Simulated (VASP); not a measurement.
# Ga4AsP3 (P-43m) in VASP: a series of runs

Aim: see how the results for Ga4AsP3 move with the level of theory and the settings. Levels: PBE, r2SCAN. Tasks: single point.

All numbers are computed with VASP 6.6.1; they aren't measurements. Logs are shortened: lines on timing, memory, paths and dates and some standing lists are left out, and cuts for length are marked.

## Step 1: The cell of the first run

The structure is cubic, space group P-43m (No. 215). Conventional cell: a = 5.564 Å, b = 5.564 Å, c = 5.564 Å, α = 90.00°, β = 90.00°, γ = 90.00°. Ga (site symmetry 3m) has 3 P at 2.40 Å and 1 As at 2.45 Å within 3.2 Å. Within 3.2 Å of P (site symmetry -42m) lie 4 Ga at 2.40 Å. Within 3.2 Å of As (site symmetry -43m) lie 4 Ga at 2.45 Å.

## Step 2: Single point, PBE

File INCAR:

```
  PREC = Accurate
  ENCUT = 520
  EDIFF = 1E-6
  ISMEAR = 0
  SIGMA = 0.02
  LREAL = F
  LASPH = T
  NELM = 60
  ALGO = Normal
  ISIF = 2
  LWAVE = F
  LCHARG = F
  GGA = PE
  NBANDS = 46
```

File KPOINTS:

```
regular mesh
0
Gamma
  6 6 6
```

File POSCAR:

```
Ga4AsP3
1.0
    5.5637786000      0.0000000000      0.0000000000
    0.0000000000      5.5637786000      0.0000000000
    0.0000000000      0.0000000000      5.5637786000
Ga P As
4 3 1
Direct
    0.7545030000      0.7545030000      0.2454970000
    0.7545030000      0.2454970000      0.7545030000
    0.2454970000      0.7545030000      0.7545030000
    0.2454970000      0.2454970000      0.2454970000
    0.5000000000      0.0000000000      0.0000000000
    0.0000000000      0.5000000000      0.0000000000
    0.0000000000      0.0000000000      0.5000000000
    0.5000000000      0.5000000000      0.5000000000
```

Potentials or basis: VASP PAW PBE potentials, release 64 (Ga_d, P, As).

Command:

```bash
> cat potpaw_PBE.64/Ga_d/POTCAR potpaw_PBE.64/P/POTCAR potpaw_PBE.64/As/POTCAR > POTCAR
> mpirun -np 1 vasp_std > vasp.out
```

OUTCAR:

```text
PREC = Accurate
   ENCUT = 520
   EDIFF = 1E-6
   ISMEAR = 0
   LREAL = F
   LASPH = T
   NELM = 60
   ISIF = 2
   GGA = PE

 ion  position               nearest neighbor table
   1  0.755  0.755  0.245-   5 2.40   6 2.40   7 2.40   8 2.45
   2  0.755  0.245  0.755-   5 2.40   6 2.40   7 2.40   8 2.45
   3  0.245  0.755  0.755-   5 2.40   6 2.40   7 2.40   8 2.45
   4  0.245  0.245  0.245-   5 2.40   6 2.40   7 2.40   8 2.45
   5  0.500  0.000  0.000-   1 2.40   2 2.40   3 2.40   4 2.40
   6  0.000  0.500  0.000-   1 2.40   2 2.40   3 2.40   4 2.40
   7  0.000  0.000  0.500-   1 2.40   2 2.40   3 2.40   4 2.40
   8  0.500  0.500  0.500-   1 2.45   2 2.45   3 2.45   4 2.45

  LATTYP: Found a simple cubic cell.
 ALAT       =     5.5637786000

  Lattice vectors:

 A1 = (   5.5637786000,   0.0000000000,   0.0000000000)
 A2 = (   0.0000000000,   5.5637786000,   0.0000000000)
 A3 = (   0.0000000000,   0.0000000000,   5.5637786000)

Analysis of symmetry for initial positions (statically):
=====================================================================
 Subroutine PRICEL returns:
 Original cell was already a primitive cell.

 Routine SETGRP: Setting up the symmetry group for a
 simple cubic supercell.

 Subroutine GETGRP returns: Found 24 space group operations
 (whereof 24 operations were pure point group operations)
 out of a pool of 48 trial point group operations.

The static configuration has the point symmetry T_d .

Analysis of symmetry for dynamics (positions and initial velocities):
=====================================================================
 Subroutine PRICEL returns:
 Original cell was already a primitive cell.

 Routine SETGRP: Setting up the symmetry group for a
 simple cubic supercell.

 Subroutine GETGRP returns: Found 24 space group operations
 (whereof 24 operations were pure point group operations)
 out of a pool of 48 trial point group operations.

The dynamic configuration has the point symmetry T_d .

 Subroutine INISYM returns: Found 24 space group operations
 (whereof 24 operations are pure point group operations),
 and found     1 'primitive' translations

----------------------------------------------------------------------------------------

                                     Primitive cell

  volume of cell :     172.2303

  direct lattice vectors                    reciprocal lattice vectors
[... 100 lines left out ...]
   ISIF   =      2    stress and relaxation
   ISYM   =      2    0-nonsym 1-usesym 2-fastsym
   POTIM  = 0.5000    time-step for ionic-motion
   TEBEG  =    0.0;   TEEND  =   0.0 temperature during run
   PSTRESS=    0.0 pullay stress
   NELECT =      72.0000    total number of electrons
   NUPDOWN=      -1.0000    fix difference up-down
   EMIN   =  10.00;   EMAX   =-10.00  energy-range for DOS
   EFERMI =   0.00;   METHOD = LEGACY
   ISMEAR =     0;   SIGMA  =   0.02  broadening in eV -4-tet -1-fermi 0-gaus
   EFERMI_NEDOS =   21; number of points for ismear=-14 and -15
   IALGO  =     38    algorithm
   IMIX   =      4    mixing-type and parameters
     AMIX     =   0.40;   BMIX     =  1.00
     AMIX_MAG =   1.60;   BMIX_MAG =  1.00
  volume/ion in A,a.u.               =      21.53       145.28
  Fermi-wavevector in a.u.,A,eV,Ry     =   1.224097  2.313208 20.387152  1.498413
  Thomas-Fermi vector in A             =   2.359184
   LORBIT       =      0    0 simple, 1 ext, 2 COOP (PROOUT), +10 PAW based schemes
   GGA     = PE    functional components
   LHFCALC =     F    Hartree Fock is set to
   AEXX    =    0.0000 exact exchange contribution
   IVDW    =     0    specifies the selected vdW correction
   LEPSILON=     F    determine dielectric tensor
   LRPA    =     F    only Hartree local field effects (RPA)
 non-spin polarized calculation
 Gauss-broadening in eV      SIGMA  =   0.02
  energy-cutoff  :      520.00
  volume of cell :      172.23
 maximum number of plane-waves:      4697
 NGX is ok and might be reduce to    42
   NGX = 21   NGY = 21   NGZ = 21

 number of electron      72.0000030 magnetization

 Free energy of the ion-electron system (eV)
  ---------------------------------------------------
  ext. energy  EPLUGINS =         0.00000000
  ---------------------------------------------------
  free energy    TOTEN  =       -35.60119581 eV

  energy without entropy =      -35.60119581  energy(sigma->0) =      -35.60119581

 E-fermi :   4.2752     XC(G=0):  -9.6194

 val. band max:        4.1423374252   @ k =   0.0000   0.0000   0.0000
 cond. band min:       5.3000016115   @ k =   0.0000   0.0000   0.0000
 fundamental gap:      1.1576641863
 Fermi energy:         4.2752040949

 k-point     1 :       0.0000    0.0000    0.0000
  band No.  band energies     occupation
      1     -10.5490      2.00000
      2     -10.5368      2.00000
      3     -10.5368      2.00000
      4     -10.4381      2.00000
      5     -10.4381      2.00000
      6     -10.4381      2.00000
[... 969 lines left out ...]
     45       8.8332      0.00000
     46       8.8338      0.00000

------------------------ aborting loop because EDIFF is reached ----------------------------------------

  FORCE on cell =-STRESS in cart. coord.  units (eV):
  Direction    XX          YY          ZZ          XY          YZ          ZX
  --------------------------------------------------------------------------------------
  -------------------------------------------------------------------------------------
  Total        0.0636854      0.0636854      0.0636854      0.0000000     -0.0000000     -0.0000000
  in kB        0.5924351      0.5924351      0.5924351      0.0000000     -0.0000000     -0.0000000
  external PRESSURE =       0.5924351 kB  Pullay stress =       0.0000000 kB

 VOLUME and BASIS-vectors are now :
 -----------------------------------------------------------------------------
  energy-cutoff  :      520.00
  volume of cell :      172.23
      direct lattice vectors                 reciprocal lattice vectors
     5.563778600  0.000000000  0.000000000     0.179733967  0.000000000  0.000000000
     0.000000000  5.563778600  0.000000000     0.000000000  0.179733967  0.000000000
     0.000000000  0.000000000  5.563778600     0.000000000  0.000000000  0.179733967

 POSITION                                       TOTAL-FORCE (eV/Angst)
 -----------------------------------------------------------------------------------
      4.19789      4.19789      1.36589         0.001857      0.001857     -0.001857
      4.19789      1.36589      4.19789         0.001857     -0.001857      0.001857
      1.36589      4.19789      4.19789        -0.001857      0.001857      0.001857
      1.36589      1.36589      1.36589        -0.001857     -0.001857     -0.001857
      2.78189      0.00000      0.00000         0.000000     -0.000000      0.000000
      0.00000      2.78189      0.00000         0.000000      0.000000      0.000000
      0.00000      0.00000      2.78189         0.000000     -0.000000      0.000000
      2.78189      2.78189      2.78189         0.000000      0.000000      0.000000
 -----------------------------------------------------------------------------------
    total drift:                               -0.000000     -0.000000      0.000000

  FREE ENERGIE OF THE ION-ELECTRON SYSTEM (eV)
  ---------------------------------------------------
  free  energy   TOTEN  =       -35.6011958077 eV

  energy  without entropy=      -35.6011958077  energy(sigma->0) =      -35.60119581
```

OSZICAR:

```text
N       E                     dE             d eps       ncg     rms          rms(c)
DAV:   1     0.649835727151E+03    0.64984E+03   -0.32458E+04  1988   0.228E+03
DAV:   2     0.704520662164E+02   -0.57938E+03   -0.55833E+03  1972   0.620E+02
DAV:   3    -0.300092392160E+02   -0.10046E+03   -0.97328E+02  2150   0.175E+02
DAV:   4    -0.363390564616E+02   -0.63298E+01   -0.62868E+01  2344   0.442E+01
DAV:   5    -0.365249630729E+02   -0.18591E+00   -0.18570E+00  2392   0.750E+00    0.769E+00
DAV:   6    -0.356734314366E+02    0.85153E+00   -0.16946E+00  2686   0.132E+01    0.460E+00
DAV:   7    -0.355977409144E+02    0.75691E-01   -0.74502E-01  2094   0.327E+00    0.191E+00
DAV:   8    -0.356019917961E+02   -0.42509E-02   -0.13981E-01  2412   0.372E+00    0.239E-01
DAV:   9    -0.356003566931E+02    0.16351E-02   -0.23720E-02  2482   0.198E+00    0.932E-02
DAV:  10    -0.356008796738E+02   -0.52298E-03   -0.33808E-03  2172   0.378E-01    0.539E-02
DAV:  11    -0.356011686504E+02   -0.28898E-03   -0.54414E-04  2600   0.102E-01    0.404E-02
DAV:  12    -0.356011909616E+02   -0.22311E-04   -0.28956E-05  1982   0.260E-02    0.163E-02
DAV:  13    -0.356011953189E+02   -0.43573E-05   -0.39823E-05  2396   0.547E-02    0.406E-03
DAV:  14    -0.356011958077E+02   -0.48882E-06   -0.43158E-06  1852   0.121E-02
   1 F= -.35601196E+02 E0= -.35601196E+02  d E =-.106661E-22
```

It took 4.8 min on 1 thread of Intel Xeon 8259CL, shared host; peak memory 0.33 GiB.

Results:

```
Free energy            : -35.6012 eV
Pressure               : 0.1 GPa
Largest force          : 0.003 eV/Å
Band gap on the k mesh : 1.16 eV
```

Forces on the atoms (eV/Å):
```
Ga   0.002  0.002 -0.002
Ga   0.002 -0.002  0.002
Ga  -0.002  0.002  0.002
Ga  -0.002 -0.002 -0.002
P    0.000  0.000  0.000
P    0.000  0.000  0.000
P    0.000  0.000  0.000
As   0.000  0.000  0.000
```

Levels at points of the mesh, in eV from the valence-band top:
```csv
k point,band 32,band 33,band 34,band 35,band 36,band 37,band 38,band 39,band 40,band 41
"(0.00, 0.00, 0.00)",-2.53,-2.53,0.00,0.00,0.00,1.16,1.44,1.78,1.78,1.78
"(0.50, 0.00, 0.00)",-3.18,-1.75,-1.75,-1.48,-1.48,2.03,2.24,3.41,3.55,4.61
"(0.50, 0.50, 0.00)",-3.14,-1.38,-1.24,-1.02,-1.02,2.85,2.85,3.01,3.19,5.43
"(0.50, 0.50, 0.50)",-1.18,-1.18,-0.85,-0.85,-0.85,1.36,1.38,1.38,1.38,4.54
```

A k mesh can miss the band edges.

(Part 1 of 2 ends here.)
